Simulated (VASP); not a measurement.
**HfC: single point with LDA+U**

HfC:

```xyz
2
Lattice="0.0000 2.2702 2.2702 2.2702 0.0000 2.2702 2.2702 2.2702 0.0000" Properties=species:S:1:pos:R:3 pbc="T T T"
Hf    0.0000    0.0000    0.0000
C     2.2702    2.2702    2.2702
```

```yaml
Program: VASP 6.6.1
Task: single point
Functional: LDA
Potentials_or_basis: VASP PAW LDA potentials, release 64 (Hf_pv, C)
Cutoff: 520 eV
k_mesh: 14 × 14 × 14
Occupations: fermi-dirac, width 0.05 eV
Spin: no spin polarisation
Hubbard_terms: Hf d U = 2.0 eV
```

| Item | Value |
| --- | --- |
| Pressure | 14.9 GPa |
| Band gap on the k mesh | zero (band 7 reaches 7.66 eV, above the bottom of band 8 at 6.25 eV) |

Levels at points of the mesh, in eV from the Fermi level:
| k point | band 5 | band 6 | band 7 | band 8 | band 9 | band 10 |
| --- | --- | --- | --- | --- | --- | --- |
| (0.00, 0.00, 0.00) | 1.02 | 1.02 | 1.02 | 1.59 | 1.59 | 1.59 |
| (0.50, 0.00, 0.00) | -6.49 | -3.17 | -3.17 | 5.95 | 5.95 | 6.36 |
| (0.50, 0.50, 0.00) | -2.54 | -1.88 | -0.04 | -0.04 | 5.82 | 7.59 |

Eigenvalues of the final occupation matrices:
```tsv
site	spin	trace	eigenvalues
site 1 d	1	0.90	0.13 0.13 0.13 0.25 0.25
site 1 d	2	0.90	0.13 0.13 0.13 0.25 0.25
```

Wall time 11 s on 1 thread of Intel Xeon 6975P-C, on a shared host, peak memory 0.16 GiB.

Caveat: spin-orbit coupling is left out, which moves the levels of the heavy elements; U without spin polarisation on a metal has little footing; the U is typed as a test and isn't derived for this compound.
